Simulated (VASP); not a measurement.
# HfB (Fm-3m) in VASP: a series of runs, part 2 of 2

VASP 6.6.1.

## 5. Single point, PBE

This run uses another cell than the first one, of 12.33 Å³/atom, 1.042 times its volume.

INCAR

```
SYSTEM = HfB
ALGO = Normal
EDIFF = 1E-6
ENCUT = 520
GGA = PE
ISIF = 2
ISMEAR = 0
LASPH = .TRUE.
LCHARG = .TRUE.
LELF = .TRUE.
LREAL = .FALSE.
LVHAR = .TRUE.
LWAVE = .FALSE.
NBANDS = 14
NELM = 80
PREC = Accurate
SIGMA = 0.027000000000000003
```

KPOINTS

```
k-points
0
G
  10 10 10
  0 0 0
```

POSCAR

```
HfB
1.0
    0.0000000000      2.3100000000      2.3100000000
    2.3100000000      0.0000000000      2.3100000000
    2.3100000000      2.3100000000      0.0000000000
Hf B
1 1
Direct
    0.5000000000      0.5000000000      0.5000000000
    0.0000000000      0.0000000000      0.0000000000
```

Potentials or basis: VASP PAW PBE potentials, release 64 (Hf_pv, B).

The run is started by

```console
$ cat potpaw_PBE.64/Hf_pv/POTCAR potpaw_PBE.64/B/POTCAR > POTCAR
$ mpirun -np 1 vasp_std > vasp.out
```

OUTCAR:

```text
SYSTEM = HfB
   EDIFF = 1E-6
   ENCUT = 520
   GGA = PE
   ISIF = 2
   ISMEAR = 0
   LASPH = .TRUE.
   LREAL = .FALSE.
   NELM = 80
   PREC = Accurate

 ion  position               nearest neighbor table
   1  0.500  0.500  0.500-   2 2.31   2 2.31   2 2.31   2 2.31   2 2.31   2 2.31
   2  0.000  0.000  0.000-   1 2.31   1 2.31   1 2.31   1 2.31   1 2.31   1 2.31

  LATTYP: Found a face centered cubic cell.
 ALAT       =     4.6200000000

  Lattice vectors:

 A1 = (   0.0000000000,   2.3100000000,   2.3100000000)
 A2 = (   2.3100000000,   0.0000000000,   2.3100000000)
 A3 = (   2.3100000000,   2.3100000000,   0.0000000000)

Analysis of symmetry for initial positions (statically):
=====================================================================
 Subroutine PRICEL returns:
 Original cell was already a primitive cell.

 Routine SETGRP: Setting up the symmetry group for a
 face centered cubic supercell.

 Subroutine GETGRP returns: Found 48 space group operations
 (whereof 48 operations were pure point group operations)
 out of a pool of 48 trial point group operations.

The static configuration has the point symmetry O_h .

Analysis of symmetry for dynamics (positions and initial velocities):
=====================================================================
 Subroutine PRICEL returns:
 Original cell was already a primitive cell.

 Routine SETGRP: Setting up the symmetry group for a
 face centered cubic supercell.

 Subroutine GETGRP returns: Found 48 space group operations
 (whereof 48 operations were pure point group operations)
 out of a pool of 48 trial point group operations.

The dynamic configuration has the point symmetry O_h .

 Subroutine INISYM returns: Found 48 space group operations
 (whereof 48 operations are pure point group operations),
 and found     1 'primitive' translations

----------------------------------------------------------------------------------------

                                     Primitive cell

  volume of cell :      24.6528

  direct lattice vectors                    reciprocal lattice vectors
     0.000000000  2.310000000  2.310000000    -0.216450216  0.216450216  0.216450216
     2.310000000  0.000000000  2.310000000     0.216450216 -0.216450216  0.216450216
     2.310000000  2.310000000  0.000000000     0.216450216  0.216450216 -0.216450216

  length of vectors
     3.266833329  3.266833329  3.266833329     0.374902772  0.374902772  0.374902772

  position of ions in fractional coordinates (direct lattice)
     0.500000000  0.500000000  0.500000000
     0.000000000  0.000000000  0.000000000

  ion indices of the primitive-cell ions
   primitive index   ion index
                 1           1
                 2           2

----------------------------------------------------------------------------------------

 KPOINTS: k-points

Automatic generation of k-mesh.
 Grid dimensions read from file:
 generate k-points for:   10   10   10

 Generating k-lattice:

  Cartesian coordinates                     Fractional coordinates (reciprocal lattice)
    -0.021645022  0.021645022  0.021645022     0.100000000  0.000000000  0.000000000
     0.021645022 -0.021645022  0.021645022     0.000000000  0.100000000  0.000000000
     0.021645022  0.021645022 -0.021645022     0.000000000  0.000000000  0.100000000

  Length of vectors
     0.037490277  0.037490277  0.037490277

  Shift w.r.t. Gamma in fractional coordinates (k-lattice)
     0.000000000  0.000000000  0.000000000

 Subroutine IBZKPT returns following result:
 ===========================================

 Found     47 irreducible k-points:

 Following reciprocal coordinates:
            Coordinates               Weight
  0.000000  0.000000  0.000000      1.000000
  0.100000  0.000000  0.000000      8.000000
  0.200000  0.000000  0.000000      8.000000
  0.300000  0.000000  0.000000      8.000000
  0.400000  0.000000  0.000000      8.000000
  0.500000  0.000000  0.000000      4.000000
[... 16 lines left out ...]
  0.300000  0.300000  0.000000      6.000000
  0.400000  0.300000  0.000000     24.000000
 [... further k-points ...]
   k-points           NKPTS =     47   k-points in BZ     NKDIM =     47   number of bands    NBANDS=     14
   number of dos      NEDOS =    301   number of ions     NIONS =      2
   total plane-waves  NPLWV =  13824
   dimension x,y,z NGX =    24 NGY =   24 NGZ =   24
   dimension x,y,z NGXF=    48 NGYF=   48 NGZF=   48
   ions per type =               1   1
   NGX,Y,Z   is equivalent  to a cutoff of  12.21, 12.21, 12.21 a.u.
   NGXF,Y,Z  is equivalent  to a cutoff of  24.43, 24.43, 24.43 a.u.
 SYSTEM =  HfB
   PREC   = accura    normal or accurate (medium, high low for compatibility)
   ISTART =      0    job   : 0-new  1-cont  2-samecut
   ICHARG =      2    charge: 1-file 2-atom 10-const
   ISPIN  =      1    spin polarized calculation?
   LNONCOLLINEAR =      F non collinear calculations
   LSORBIT =      F    spin-orbit coupling
   LASPH  =      T    aspherical Exc in radial PAW
   ENCUT  =  520.0 eV  38.22 Ry    6.18 a.u.   6.07  6.07  6.07*2*pi/ulx,y,z
   NELM   =     80;   NELMIN=  2; NELMDL= -5     # of ELM steps
   EDIFF  = 0.1E-05   stopping-criterion for ELM
   LREAL  =      F    real-space projection
   EDIFFG = 0.1E-04   stopping-criterion for IOM
   NSW    =      0    number of steps for IOM
   IBRION =     -1    ionic relax: 0-MD 1-quasi-New 2-CG
   NFREE  =      0    steps in history (QN), initial steepest desc. (CG)
   ISIF   =      2    stress and relaxation
   ISYM   =      2    0-nonsym 1-usesym 2-fastsym
   POTIM  = 0.5000    time-step for ionic-motion
   TEBEG  =    0.0;   TEEND  =   0.0 temperature during run
   PSTRESS=    0.0 pullay stress
   NELECT =      13.0000    total number of electrons
   NUPDOWN=      -1.0000    fix difference up-down
   EMIN   =  10.00;   EMAX   =-10.00  energy-range for DOS
   EFERMI =   0.00;   METHOD = LEGACY
   ISMEAR =     0;   SIGMA  =   0.03  broadening in eV -4-tet -1-fermi 0-gaus
   EFERMI_NEDOS =   21; number of points for ismear=-14 and -15
   IALGO  =     38    algorithm
   IMIX   =      4    mixing-type and parameters
     AMIX     =   0.40;   BMIX     =  1.00
     AMIX_MAG =   1.60;   BMIX_MAG =  1.00
  volume/ion in A,a.u.               =      12.33        83.18
  Fermi-wavevector in a.u.,A,eV,Ry     =   1.322617  2.499383 23.800871  1.749315
  Thomas-Fermi vector in A             =   2.452285
   LORBIT       =      0    0 simple, 1 ext, 2 COOP (PROOUT), +10 PAW based schemes
   GGA     = PE    functional components
   LHFCALC =     F    Hartree Fock is set to
   AEXX    =    0.0000 exact exchange contribution
   IVDW    =     0    specifies the selected vdW correction
   LEPSILON=     F    determine dielectric tensor
   LRPA    =     F    only Hartree local field effects (RPA)
 non-spin polarized calculation
 Gauss-broadening in eV      SIGMA  =   0.03
  energy-cutoff  :      520.00
  volume of cell :       24.65
 maximum number of plane-waves:       678
   NGX = 13   NGY = 13   NGZ = 13

 number of electron      13.0000002 magnetization

 Free energy of the ion-electron system (eV)
  ---------------------------------------------------
  ext. energy  EPLUGINS =         0.00000000
  ---------------------------------------------------
  free energy    TOTEN  =       -17.14322158 eV

  energy without entropy =      -17.14231899  energy(sigma->0) =      -17.14277028

 E-fermi :   5.1006     XC(G=0): -12.3042

 val. band max:        5.0813153715   @ k =  -0.2000   0.1000   0.0000
 cond. band min:       5.1125318826   @ k =   0.5000   0.3000   0.1000
 fundamental gap:      0.0312165111
 Fermi energy:         5.1005814424

 k-point     1 :       0.0000    0.0000    0.0000
  band No.  band energies     occupation
      1     -23.1635      2.00000
      2     -23.1635      2.00000
      3     -23.1635      2.00000
      4      -4.4541      2.00000
      5       7.3310      0.00000
      6       7.3310      0.00000
      7       7.3310      0.00000
      8       9.0675      0.00000
      9       9.0675      0.00000
     10       9.0675      0.00000
     11       9.3562      0.00000
     12       9.3562      0.00000
     13      16.8056      0.00000
     14      18.1264      0.00000
[... 375 lines left out ...]
 k-point    24 :       0.4000    0.3000    0.0000
  band No.  band energies     occupation
      1     -23.7079      2.00000
      2     -23.3845      2.00000
      3     -23.3616      2.00000
      4      -1.5089      2.00000
      5       2.9681      2.00000
      6       4.3494      2.00000
      7       6.4721      0.00000
      8       7.2889      0.00000
      9      11.4871      0.00000
     10      13.1159      0.00000
     11      13.3884      0.00000
     12      17.5924      0.00000
     13      18.0571      0.00000
     14      20.3482      0.00000

 [... further k-points ...]
[... 5 lines left out ...]
  --------------------------------------------------------------------------------------
  -------------------------------------------------------------------------------------
  Total        4.6476035      4.6476035      4.6476035     -0.0000000      0.0000000      0.0000000
  in kB      302.0464381    302.0464381    302.0464381     -0.0000000      0.0000000      0.0000000
  external PRESSURE =     302.0464381 kB  Pullay stress =       0.0000000 kB

 VOLUME and BASIS-vectors are now :
 -----------------------------------------------------------------------------
  energy-cutoff  :      520.00
  volume of cell :       24.65
      direct lattice vectors                 reciprocal lattice vectors
     0.000000000  2.310000000  2.310000000    -0.216450216  0.216450216  0.216450216
     2.310000000  0.000000000  2.310000000     0.216450216 -0.216450216  0.216450216
     2.310000000  2.310000000  0.000000000     0.216450216  0.216450216 -0.216450216

 POSITION                                       TOTAL-FORCE (eV/Angst)
 -----------------------------------------------------------------------------------
      2.31000      2.31000      2.31000         0.000000     -0.000000     -0.000000
      0.00000      0.00000      0.00000        -0.000000      0.000000      0.000000
 -----------------------------------------------------------------------------------
    total drift:                                0.000000     -0.000000      0.000000

  FREE ENERGIE OF THE ION-ELECTRON SYSTEM (eV)
  ---------------------------------------------------
  free  energy   TOTEN  =       -17.1432215801 eV

  energy  without entropy=      -17.1423189877  energy(sigma->0) =      -17.14277028
```

OSZICAR:

```text
N       E                     dE             d eps       ncg     rms          rms(c)
DAV:   1     0.219548884700E+02    0.21955E+02   -0.69903E+03  1316   0.868E+02
DAV:   2    -0.177930729856E+02   -0.39748E+02   -0.37744E+02  1654   0.192E+02
DAV:   3    -0.187937603032E+02   -0.10007E+01   -0.99596E+00  1598   0.209E+01
DAV:   4    -0.187969188630E+02   -0.31586E-02   -0.31584E-02  1568   0.148E+00
DAV:   5    -0.187969355361E+02   -0.16673E-04   -0.16674E-04  1634   0.949E-02    0.666E+01
DAV:   6    -0.172023951241E+02    0.15945E+01   -0.25177E+00  1562   0.993E+00    0.416E+01
DAV:   7    -0.171790196802E+02    0.23375E-01   -0.81778E-01  1700   0.564E+00    0.956E+00
DAV:   8    -0.171429980084E+02    0.36022E-01   -0.10504E-01  1484   0.198E+00    0.116E+00
DAV:   9    -0.171432289783E+02   -0.23097E-03   -0.50371E-03  1748   0.521E-01    0.165E-01
DAV:  10    -0.171432220549E+02    0.69234E-05   -0.93065E-05  1448   0.689E-02    0.338E-02
DAV:  11    -0.171432215801E+02    0.47476E-06   -0.76108E-06  1616   0.191E-02
   1 F= -.17143222E+02 E0= -.17142770E+02  d E =-.902592E-03
```

Run time: 4.6 s. Hardware: 1 thread of Intel Xeon 6975P-C (Granite Rapids), shared host; peak memory 0.14 GiB.

Results:

```
Free energy : -17.1432 eV
Pressure    : 30.2 GPa
```

Caveat: spin-orbit coupling is left out, which moves the levels of the heavy elements.

## 6. Single point, PBE

This run uses another cell than the first one, of 12.33 Å³/atom, 1.042 times its volume.

INCAR

```
ALGO = Normal
EDIFF = 1E-6
ENCUT = 520
GGA = PE
ISIF = 2
ISMEAR = 0
LASPH = T
LCHARG = F
LREAL = F
LWAVE = F
NBANDS = 14
NELM = 60
PREC = Accurate
SIGMA = 0.028000000000000004
```

KPOINTS

```
k-points
0
Gamma
  10 10 10
```

POSCAR is that of step 5.

Potentials or basis: VASP PAW PBE potentials, release 64 (Hf_pv, B).

The run is started by

```console
$ cat potpaw_PBE.64/Hf_pv/POTCAR potpaw_PBE.64/B/POTCAR > POTCAR
$ mpirun -np 1 vasp_std > vasp.out
```

Wall time 4.3 s (1 thread of Intel Xeon 6975P-C (Granite Rapids), shared host); peak memory 0.14 GiB.

It converged, with:

- Free energy: -17.1433 eV
- Pressure: 30.2 GPa

Levels at points of the mesh, in eV from the Fermi level:
| k point | band 3 | band 4 | band 5 | band 6 | band 7 | band 8 | band 9 | band 10 | band 11 | band 12 |
| --- | --- | --- | --- | --- | --- | --- | --- | --- | --- | --- |
| (0.00, 0.00, 0.00) | -28.26 | -9.55 | 2.23 | 2.23 | 2.23 | 3.97 | 3.97 | 3.97 | 4.26 | 4.26 |
| (0.50, 0.00, 0.00) | -28.34 | -5.00 | -4.05 | -1.35 | -1.35 | 6.57 | 6.57 | 7.62 | 8.48 | 14.04 |
| (0.50, 0.50, 0.00) | -28.52 | -6.72 | -1.07 | -0.89 | 2.39 | 2.39 | 6.28 | 7.95 | 7.95 | 9.46 |

Caveat: spin-orbit coupling is left out, which moves the levels of the heavy elements.

## 7. Overview

| cell | smearing | gap on the mesh (eV) | pressure (GPa) |
| --- | --- | --- | --- |
| a = 3.223 Å, angles 60.0°, 2 atoms | fermi-dirac 0.05 eV | none | 42.8 |
| a = 3.267 Å, angles 60.0°, 2 atoms | gaussian 0.025 eV | none | 30.2 |
| a = 3.267 Å, angles 60.0°, 2 atoms | gaussian 0.026 eV | none | 30.2 |
| a = 3.267 Å, angles 60.0°, 2 atoms | gaussian 0.027 eV | none | 30.2 |
| a = 3.267 Å, angles 60.0°, 2 atoms | gaussian 0.028 eV | none | 30.2 |

Alike in all rows: task single point; level PBE; potentials or basis VASP PAW PBE potentials, release 64 (Hf_pv, B); no spin polarisation; k mesh 10 × 10 × 10; cutoff (eV) 520.

Caveats: spin-orbit coupling is left out, which moves the levels of the heavy elements.

Absolute energies hang on the potentials; compare differences alone.
